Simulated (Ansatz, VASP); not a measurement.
**CuPt6: VASP beside Ansatz**

```
Cu Pt
1.0
     7.19463    0.00000    0.00000
    -3.59732    6.23073    0.00000
     0.00000    0.00000    2.61843
Cu Pt
1 6
Direct
  0.00000 0.00000 0.50000
  0.79058 0.20942 0.50000
  0.79058 0.58116 0.50000
  0.41884 0.20942 0.50000
  0.20942 0.79058 0.50000
  0.20942 0.41884 0.50000
  0.58116 0.79058 0.50000
```

Alike in both runs: functional PBE; k mesh 6 × 6 × 4; occupations gaussian, width 0.1 eV; no spin polarisation.

Ansatz relaxed the structure, and its values are those at the end. VASP's run is a single point on that final structure, the one shown.

|  | VASP | Ansatz |
| --- | --- | --- |
| version | VASP 6.6.1 | Ansatz 0.2.0 |
| potentials or method | VASP PAW PBE potentials, release 64 (Cu, Pt), cutoff 520 eV | scalar-relativistic, plane waves, PAW |
| valence electrons in the cell | 71 | 127 |

|  | VASP | Ansatz | Ansatz less VASP |
| --- | --- | --- | --- |
| gap on the k mesh at the Fermi level (eV) | none | none | - |
| pressure (GPa) | -0.4 | 0.0 | +0.41 |
| rms of the force components (eV/Å) | 0.003 | 0.000 | -0.0031 |

A gap of «none» marks a metal or a gap that the smearing closes. VASP's potentials hold 71 valence electrons a cell and Ansatz's 127, so a difference there can come from the potentials and not from the codes.

The k mesh is coarse, so the values compare programs but aren't converged. Neither program's run includes spin-orbit coupling.
